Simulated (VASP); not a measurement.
Input of a VASP 6.6.1 run:

File INCAR:

```
PREC     = Accurate       # precision mode
ENCUT    = 600            # plane-wave cutoff, eV
EDIFF    = 1E-6           # SCF threshold, eV
ISMEAR   = -1             # smearing method
SIGMA    = 0.05           # smearing width, eV
LREAL    = F              # projectors in reciprocal space
LASPH    = T              # aspherical terms in the spheres
NELM     = 100            # most SCF steps
ALGO     = Normal         # electronic algorithm
ISIF     = 3              # what is computed and relaxed
LWAVE    = F              # write WAVECAR
LCHARG   = F              # write CHGCAR
GGA      = PE             # functional
IBRION   = 2              # ionic algorithm
NSW      = 80             # ionic steps
EDIFFG   = -0.02          # ionic threshold
PSTRESS  = 20.0
```

The input KPOINTS:

```
Automatic mesh
0
Gamma
  8 8 8
```

Contents of POSCAR:

```
CaSe
1.0
    0.0000000000      2.9560000000      2.9560000000
    2.9560000000      0.0000000000      2.9560000000
    2.9560000000      2.9560000000      0.0000000000
Se Ca
1 1
Direct
    0.5000000000      0.5000000000      0.5000000000
    0.0000000000      0.0000000000      0.0000000000
```

Potentials or basis: VASP PAW PBE potentials, release 64 (Se, Ca_sv).

The run is started by

```bash
$ cat potpaw_PBE.64/Se/POTCAR potpaw_PBE.64/Ca_sv/POTCAR > POTCAR
$ mpirun -np 1 vasp_std > vasp.out
```

Task: Estimate the band gap on the k mesh.

Result: 1.99 eV (least direct gap 2.94 eV).

Task: Estimate the relaxed cell.

Result: a = 4.164 Å, b = 4.164 Å, c = 4.164 Å, α = 60.00°, β = 60.00°, γ = 60.00°.

Task: Predict the relaxed volume.

Result: 25.53 Å³/atom.

Final structure:
```
CELL_PARAMETERS angstrom
0.00000 2.94453 2.94453
2.94453 0.00000 2.94453
2.94453 2.94453 0.00000
ATOMIC_POSITIONS crystal
Se 0.50000 0.50000 0.50000
Ca 0.00000 0.00000 0.00000
```

Caveat: the cell is relaxed towards a set pressure, so the run minimises the enthalpy, not the energy. A k mesh can miss the band edges.
